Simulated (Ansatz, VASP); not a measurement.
## One calculation of Li2Se, two programs

INCAR

```
PREC     = Accurate       # precision mode
ENCUT    = 750            # plane-wave cutoff, eV
EDIFF    = 1E-7           # SCF threshold, eV
ISMEAR   = 0              # smearing method
SIGMA    = 0.02           # smearing width, eV
LREAL    = F              # projectors in reciprocal space
LASPH    = T              # aspherical terms in the spheres
NELM     = 120            # most SCF steps
ALGO     = Normal         # electronic algorithm
ISIF     = 3              # what is computed and relaxed
LWAVE    = F              # write WAVECAR
LCHARG   = F              # write CHGCAR
GGA      = PE             # functional
IBRION   = 2              # ionic algorithm
NSW      = 100            # ionic steps
EDIFFG   = -0.005         # ionic threshold
GGA_COMPAT= F            
NELMIN   = 4
```

The input KPOINTS:

```
Automatic mesh
0
Gamma
  8 8 8
```

Contents of POSCAR:

```
Li2Se
1.0
    0.0000000000      3.0025000000      3.0025000000
    3.0025000000      0.0000000000      3.0025000000
    3.0025000000      3.0025000000      0.0000000000
Li Se
2 1
Direct
    0.2500000000      0.2500000000      0.2500000000
    0.7500000000      0.7500000000      0.7500000000
    0.0000000000      0.0000000000      0.0000000000
```

Input for Ansatz:

```yaml
crystal:
  lattice:
    - [0.0, 3.0025, 3.0025]
    - [3.0025, 0.0, 3.0025]
    - [3.0025, 3.0025, 0.0]
  atoms:
    - { symbol: Li, position: [0.25, 0.25, 0.25] }
    - { symbol: Li, position: [0.75, 0.75, 0.75] }
    - { symbol: Se, position: [0.0, 0.0, 0.0] }
basis:
  ecutwfc: 420
kpoints:
  mp_grid: { grid: [8, 8, 8] }
hamiltonian:
  xc: pbe
scf:
  occupations: { method: gaussian, width: 0.02 }
output:
  forces: true
  stress: true
  eigenvalues: true
relax:
  adjacent_minimum: "off"
  f_tol: 0.01
  max_steps: 80
  cell: { stress_tol: 0.05 }
```

Alike in both runs: task relaxation of cell and atoms; functional PBE; k mesh 8 × 8 × 8; occupations gaussian, width 0.02 eV; no spin polarisation.

|  | VASP | Ansatz |
| --- | --- | --- |
| version | VASP 6.6.1 | Ansatz 0.2.0 |
| potentials or method | VASP PAW PBE potentials, release 64 (Li_sv, Se), cutoff 750 eV | scalar-relativistic, plane waves, PAW |
| valence electrons in the cell | 12 | 22 |

```csv
,VASP,Ansatz,Ansatz less VASP
"gap on the k mesh at the Fermi level, each at its own relaxed structure (eV)",2.98,2.98,+0.006
relaxed volume (Å³/atom),18.05,18.05,0.000
relaxed cell length with the largest relative difference (Å),4.246,4.246,0.0000
```

VASP's potentials hold 12 valence electrons a cell and Ansatz's 22, so a difference there can come from the potentials and not from the codes.

Noted on VASP's run: the relaxation stopped at its first step, so nothing moved.
